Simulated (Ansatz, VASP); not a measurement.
**Two plane-wave programs on HfO2**

INCAR

```
SYSTEM = HfO2
  ALGO = Normal
  EDIFF = 1E-6
  ENCUT = 520
  GGA = PE
  ISIF = 2
  ISMEAR = 0
  LASPH = .True.
  LCHARG = .False.
  LREAL = .False.
  LWAVE = .False.
  NBANDS = 18
  NELM = 60
  PREC = Accurate
  SIGMA = 0.03
```

Contents of KPOINTS:

```
k-points
0
Gamma
  9 9 9
  0 0 0
```

File POSCAR:

```
HfO2
1.0
    0.0000000000      2.5575000000      2.5575000000
    2.5575000000      0.0000000000      2.5575000000
    2.5575000000      2.5575000000      0.0000000000
Hf O
1 2
Direct
    0.0000000000      0.0000000000      0.0000000000
    0.7500000000      0.7500000000      0.7500000000
    0.2500000000      0.2500000000      0.2500000000
```

Contents of input.yaml:

```yaml
crystal:
  lattice:
    - [0.0, 2.5575, 2.5575]
    - [2.5575, 0.0, 2.5575]
    - [2.5575, 2.5575, 0.0]
  atoms:
    - { symbol: Hf, position: [0.0, 0.0, 0.0] }
    - { symbol: O, position: [0.75, 0.75, 0.75] }
    - { symbol: O, position: [0.25, 0.25, 0.25] }
hamiltonian:
  xc: pbe
  pseudopotentials: { kind: paw }
kpoints:
  mp_grid: { grid: [9, 9, 9] }
scf:
  occupations: { method: gaussian, width: 0.03 }
output:
  forces: true
  stress: true
  eigenvalues: true
```

Alike in both runs: task single point; functional PBE; k mesh 9 × 9 × 9; occupations gaussian, width 0.03 eV; no spin polarisation.

|  | VASP | Ansatz |
| --- | --- | --- |
| version | VASP 6.6.1 | Ansatz 0.2.0 |
| potentials or method | VASP PAW PBE potentials, release 64 (Hf_pv, O) | Ansatz PAW |
| plane-wave cutoff (eV) | 520 | 420 |
| valence electrons in the cell | 22 | 38 |

```csv
,VASP,Ansatz,Ansatz less VASP
gap on the k mesh at the Fermi level (eV),3.84,3.83,-0.008
least direct gap on the mesh (eV),3.95,3.94,-0.008
pressure (GPa),-6.0,-2.5,+3.53
```

VASP's potentials hold 22 valence electrons a cell and Ansatz's 38, so a difference there can come from the potentials and not from the codes.

Neither program's run includes spin-orbit coupling. Noted on Ansatz's run: odd divisions of the mesh miss points on the zone boundary, where band edges often lie, so the gap on the mesh can be too wide.
